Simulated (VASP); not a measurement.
A run of VASP 6.6.1 is set up as follows.

Contents of INCAR:

```
  ALGO = Fast
  EDIFF = 1E-6
  ENCUT = 520
  GGA = PE
  ISIF = 2
  ISMEAR = 0
  LASPH = T
  LCHARG = F
  LREAL = F
  LWAVE = F
  NBANDS = 13
  NELM = 80
  PREC = Accurate
  SIGMA = 0.1
```

KPOINTS

```
k-points
0
Gamma
  16 16 10
```

POSCAR

```
Se
1.0
    1.3185187719     -4.2456381465      0.0000000000
    1.3185187719      4.2456381465      0.0000000000
    0.0000000000      0.0000000000      4.7064843113
Se
2
Direct
    0.9480346133      0.0519653867      0.2500000000
    0.0519653867      0.9480346133      0.7500000000
```

Potentials or basis: VASP PAW PBE potentials, release 64 (Se).

Launch:

```console
$ cat potpaw_PBE.64/Se/POTCAR > POTCAR
$ mpirun -np 1 vasp_std > vasp.out
```

(1) What does it give for the pressure?

(2) Predict the largest force.

Answers

(1) 5.9 GPa.

(2) 0.291 eV/Å.

Caveat: the cell differs from its parent crystal (strained); the stress differs along the axes, from 1 to 10 GPa.
